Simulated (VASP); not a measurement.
# Cd2HgO3 (I4/mmm) in VASP: further runs, part 3 of 3

VASP 6.6.1. The steps go on from the part before.

## (4) Single point, PBE

File INCAR:

```
SYSTEM = Cd2HgO3
ALGO     = Normal         ! electronic algorithm
EDIFF    = 1E-7           ! SCF threshold, eV
ENCUT    = 520            ! plane-wave cutoff, eV
GGA      = PE             ! functional
ISIF     = 2              ! what is computed and relaxed
ISMEAR   = 0              ! smearing method
LASPH    = .True.         ! aspherical terms in the spheres
LCHARG   = .False.        ! write CHGCAR
LREAL    = .False.        ! projectors in reciprocal space
LWAVE    = .False.        ! write WAVECAR
NBANDS   = 36             ! bands
NELM     = 100            ! most SCF steps
PREC     = Accurate       ! precision mode
SIGMA    = 0.1            ! smearing width, eV
```

File KPOINTS:

```
k-points
0
Gamma
  16 16 16
  0 0 0
```

File POSCAR:

```
Cd2HgO3
1.0
   -1.6980821000      1.6980821000      7.2950453000
    1.6980821000     -1.6980821000      7.2950453000
    1.6980821000      1.6980821000     -7.2950453000
Cd Hg O
2 1 3
Direct
    0.8326010000      0.8326010000      0.0000000000
    0.1673990000      0.1673990000      0.0000000000
    0.5000000000      0.5000000000      0.0000000000
    0.0000000000      0.0000000000      0.0000000000
    0.6701030000      0.6701030000      0.0000000000
    0.3298970000      0.3298970000      0.0000000000
```

Potentials or basis: VASP PAW PBE potentials, release 64 (Cd, Hg, O).

Launch:

```sh
$ cat potpaw_PBE.64/Cd/POTCAR potpaw_PBE.64/Hg/POTCAR potpaw_PBE.64/O/POTCAR > POTCAR
$ mpirun -np 1 vasp_std > vasp.out
```

OUTCAR:

```text
SYSTEM = Cd2HgO3
   EDIFF = 1E-7
   ENCUT = 520
   GGA = PE
   ISIF = 2
   ISMEAR = 0
   LASPH = .True.
   LREAL = .False.
   NELM = 100
   PREC = Accurate

 ion  position               nearest neighbor table
   1  0.833  0.833  0.000-   5 2.37   6 2.40   6 2.40   6 2.40   6 2.40   4 2.44   2 3.40   2 3.40
                             2 3.40   2 3.40   3 3.43   3 3.43   3 3.43   3 3.43
   2  0.167  0.167  0.000-   6 2.37   5 2.40   5 2.40   5 2.40   5 2.40   4 2.44   1 3.40   1 3.40
                             1 3.40   1 3.40   3 3.43   3 3.43   3 3.43   3 3.43
   3  0.500  0.500  0.000-   4 2.40   4 2.40   4 2.40   4 2.40   6 2.48   5 2.48   2 3.43   2 3.43
                             1 3.43   1 3.43   1 3.43   2 3.43   1 3.43   2 3.43
   4  0.000  0.000  0.000-   3 2.40   3 2.40   3 2.40   3 2.40   2 2.44   1 2.44
   5  0.670  0.670  0.000-   1 2.37   2 2.40   2 2.40   2 2.40   2 2.40   3 2.48
   6  0.330  0.330  0.000-   2 2.37   1 2.40   1 2.40   1 2.40   1 2.40   3 2.48

  LATTYP: Found a body centered tetragonal cell.
 ALAT       =     3.3961642000
 C/A-ratio  =     4.2960498200

  Lattice vectors:

 A1 = (  -1.6980821000,   1.6980821000,   7.2950453000)
 A2 = (   1.6980821000,  -1.6980821000,   7.2950453000)
 A3 = (   1.6980821000,   1.6980821000,  -7.2950453000)

Analysis of symmetry for initial positions (statically):
=====================================================================
 Subroutine PRICEL returns:
 Original cell was already a primitive cell.

 Routine SETGRP: Setting up the symmetry group for a
 body centered tetragonal supercell.

 Subroutine GETGRP returns: Found 16 space group operations
 (whereof 16 operations were pure point group operations)
 out of a pool of 16 trial point group operations.

The static configuration has the point symmetry D_4h.

Analysis of symmetry for dynamics (positions and initial velocities):
=====================================================================
 Subroutine PRICEL returns:
 Original cell was already a primitive cell.

 Routine SETGRP: Setting up the symmetry group for a
[... 139 lines left out ...]
   GGA     = PE    functional components
   LHFCALC =     F    Hartree Fock is set to
   AEXX    =    0.0000 exact exchange contribution
   IVDW    =     0    specifies the selected vdW correction
   LEPSILON=     F    determine dielectric tensor
   LRPA    =     F    only Hartree local field effects (RPA)
 non-spin polarized calculation
 Gauss-broadening in eV      SIGMA  =   0.10
  energy-cutoff  :      520.00
  volume of cell :       84.14
 maximum number of plane-waves:      2288
 NGX is ok and might be reduce to    60
   NGX = 29   NGY = 29   NGZ = 29

 number of electron      53.9999996 magnetization

 Free energy of the ion-electron system (eV)
  ---------------------------------------------------
  ext. energy  EPLUGINS =         0.00000000
  ---------------------------------------------------
  free energy    TOTEN  =       -20.79592637 eV

  energy without entropy =      -20.79278349  energy(sigma->0) =      -20.79435493

 E-fermi :   2.0126     XC(G=0): -11.3780

 val. band max:        1.9814162291   @ k =  -0.2500   0.3125   0.1875
 cond. band min:       2.0278945130   @ k =  -0.2500  -0.2500   0.1875
 fundamental gap:      0.0464782838
 Fermi energy:         2.0126439721

 k-point     1 :       0.0000    0.0000    0.0000
  band No.  band energies     occupation
      1     -15.5062      2.00000
      2     -15.0026      2.00000
      3     -14.7649      2.00000
      4      -5.2471      2.00000
      5      -5.0809      2.00000
      6      -4.9561      2.00000
[... 925 lines left out ...]
     35      14.2352      0.00000
     36      14.4929      0.00000

 [... further k-points ...]

------------------------ aborting loop because EDIFF is reached ----------------------------------------

  FORCE on cell =-STRESS in cart. coord.  units (eV):
  Direction    XX          YY          ZZ          XY          YZ          ZX
  --------------------------------------------------------------------------------------
  -------------------------------------------------------------------------------------
  Total        0.5904619      0.5904619      0.5482768      0.0000000      0.0000000      0.0000000
  in kB       11.2433849     11.2433849     10.4401102      0.0000000      0.0000000      0.0000000
  external PRESSURE =      10.9756267 kB  Pullay stress =       0.0000000 kB

 VOLUME and BASIS-vectors are now :
 -----------------------------------------------------------------------------
  energy-cutoff  :      520.00
  volume of cell :       84.14
      direct lattice vectors                 reciprocal lattice vectors
    -1.698082100  1.698082100  7.295045300     0.000000000  0.294449838  0.068539670
     1.698082100 -1.698082100  7.295045300     0.294449838  0.000000000  0.068539670
     1.698082100  1.698082100 -7.295045300     0.294449838  0.294449838  0.000000000

 POSITION                                       TOTAL-FORCE (eV/Angst)
 -----------------------------------------------------------------------------------
      0.00000      0.00000     12.14772         0.000000      0.000000      0.016238
      0.00000      0.00000      2.44237        -0.000000     -0.000000     -0.016238
      0.00000      0.00000      7.29505         0.000000      0.000000     -0.000000
      0.00000      0.00000      0.00000         0.000000      0.000000     -0.000000
      0.00000      0.00000      9.77686         0.000000      0.000000     -0.008492
      0.00000      0.00000      4.81323        -0.000000     -0.000000      0.008492
 -----------------------------------------------------------------------------------
    total drift:                               -0.000000     -0.000000      0.000000

  FREE ENERGIE OF THE ION-ELECTRON SYSTEM (eV)
  ---------------------------------------------------
  free  energy   TOTEN  =       -20.7959263655 eV

  energy  without entropy=      -20.7927834855  energy(sigma->0) =      -20.79435493
```

OSZICAR:

```text
N       E                     dE             d eps       ncg     rms          rms(c)
DAV:   1     0.464600549007E+03    0.46460E+03   -0.28976E+04 25128   0.152E+03
DAV:   2     0.233251403562E+01   -0.46227E+03   -0.44089E+03 26908   0.404E+02
DAV:   3    -0.259167952664E+02   -0.28249E+02   -0.27923E+02 29192   0.105E+02
DAV:   4    -0.261626077022E+02   -0.24581E+00   -0.24547E+00 27072   0.999E+00
DAV:   5    -0.261635400781E+02   -0.93238E-03   -0.93229E-03 27740   0.582E-01    0.175E+01
DAV:   6    -0.208771980261E+02    0.52863E+01   -0.17118E+01 36844   0.540E+01    0.153E+01
DAV:   7    -0.208901167141E+02   -0.12919E-01   -0.37084E+00 25600   0.133E+01    0.853E+00
DAV:   8    -0.208403696917E+02    0.49747E-01   -0.77262E-01 26696   0.560E+00    0.212E+00
DAV:   9    -0.207958952372E+02    0.44474E-01   -0.10014E-01 30940   0.265E+00    0.499E-01
DAV:  10    -0.207962769788E+02   -0.38174E-03   -0.15188E-02 26368   0.813E-01    0.236E-01
DAV:  11    -0.207959565928E+02    0.32039E-03   -0.13474E-03 28112   0.214E-01    0.134E-01
DAV:  12    -0.207959369649E+02    0.19628E-04   -0.10114E-03 26960   0.178E-01    0.598E-02
DAV:  13    -0.207959262623E+02    0.10703E-04   -0.70270E-05 27040   0.576E-02    0.129E-02
DAV:  14    -0.207959266677E+02   -0.40536E-06   -0.11612E-05 26772   0.215E-02    0.783E-03
DAV:  15    -0.207959264145E+02    0.25318E-06   -0.14150E-06 29732   0.985E-03    0.250E-03
DAV:  16    -0.207959263655E+02    0.48986E-07   -0.22358E-07 20936   0.307E-03
   1 F= -.20795926E+02 E0= -.20794355E+02  d E =-.314288E-02
```

stdout:

```text
POSCAR found type information on POSCAR CdHgO
 POSCAR found :  3 types and       6 ions
 scaLAPACK will be used
 LDA part: xc-table for (Slater+PW92), standard interpolation
 POSCAR, INCAR and KPOINTS ok, starting setup
 FFT: planning ... GRIDC
 FFT: planning ... GRID_SOFT
 FFT: planning ... GRID
 WAVECAR not read
 entering main loop
```

Run time: 38 min. Hardware: 1 thread of Intel Xeon 6975P-C (Granite Rapids), shared host; peak memory 1.2 GiB.

What came out:

```
Free energy            : -20.7959 eV
Pressure               : 1.1 GPa
Largest force          : 0.016 eV/Å
Band gap on the k mesh : zero (bands 27 and 28 overlap by 1.59 eV)
```

Forces in eV/Å, atoms in the order of the input:
```
Cd   0.000  0.000  0.016
Cd   0.000  0.000 -0.016
Hg   0.000  0.000  0.000
O    0.000  0.000  0.000
O    0.000  0.000 -0.008
O    0.000  0.000  0.008
```

Caveat: spin-orbit coupling is left out, which moves the levels of the heavy elements.

## (5) Overview

```csv
cell,k mesh,smearing,gap on the mesh (eV),pressure (GPa),largest force (eV/Å)
"a = 7.680 Å, angles 154.5, 154.5, 36.4°, 6 atoms, atomic positions A",8 × 8 × 8,gaussian 0.1 eV,none,1.1,0.02
"a = 3.396, b = 6.792, c = 7.680 Å, angles 102.8, 102.8, 90.0°, 12 atoms, atomic positions B",6 × 4 × 6,gaussian 0.2 eV,none,1.1,0.01
"a = 7.680 Å, angles 154.5, 154.5, 36.4°, 6 atoms, atomic positions A",16 × 16 × 16,gaussian 0.1 eV,none,1.1,0.02
```

Alike in all rows: task single point; level PBE; potentials or basis VASP PAW PBE potentials, release 64 (Cd, Hg, O); no spin polarisation; cutoff (eV) 520.

Caveats: spin-orbit coupling is left out, which moves the levels of the heavy elements; semilocal functionals underestimate gaps, so a narrow gap can read as zero (at least some runs).

Total energies depend on the potentials used, so only differences within one code and one set of settings carry meaning.
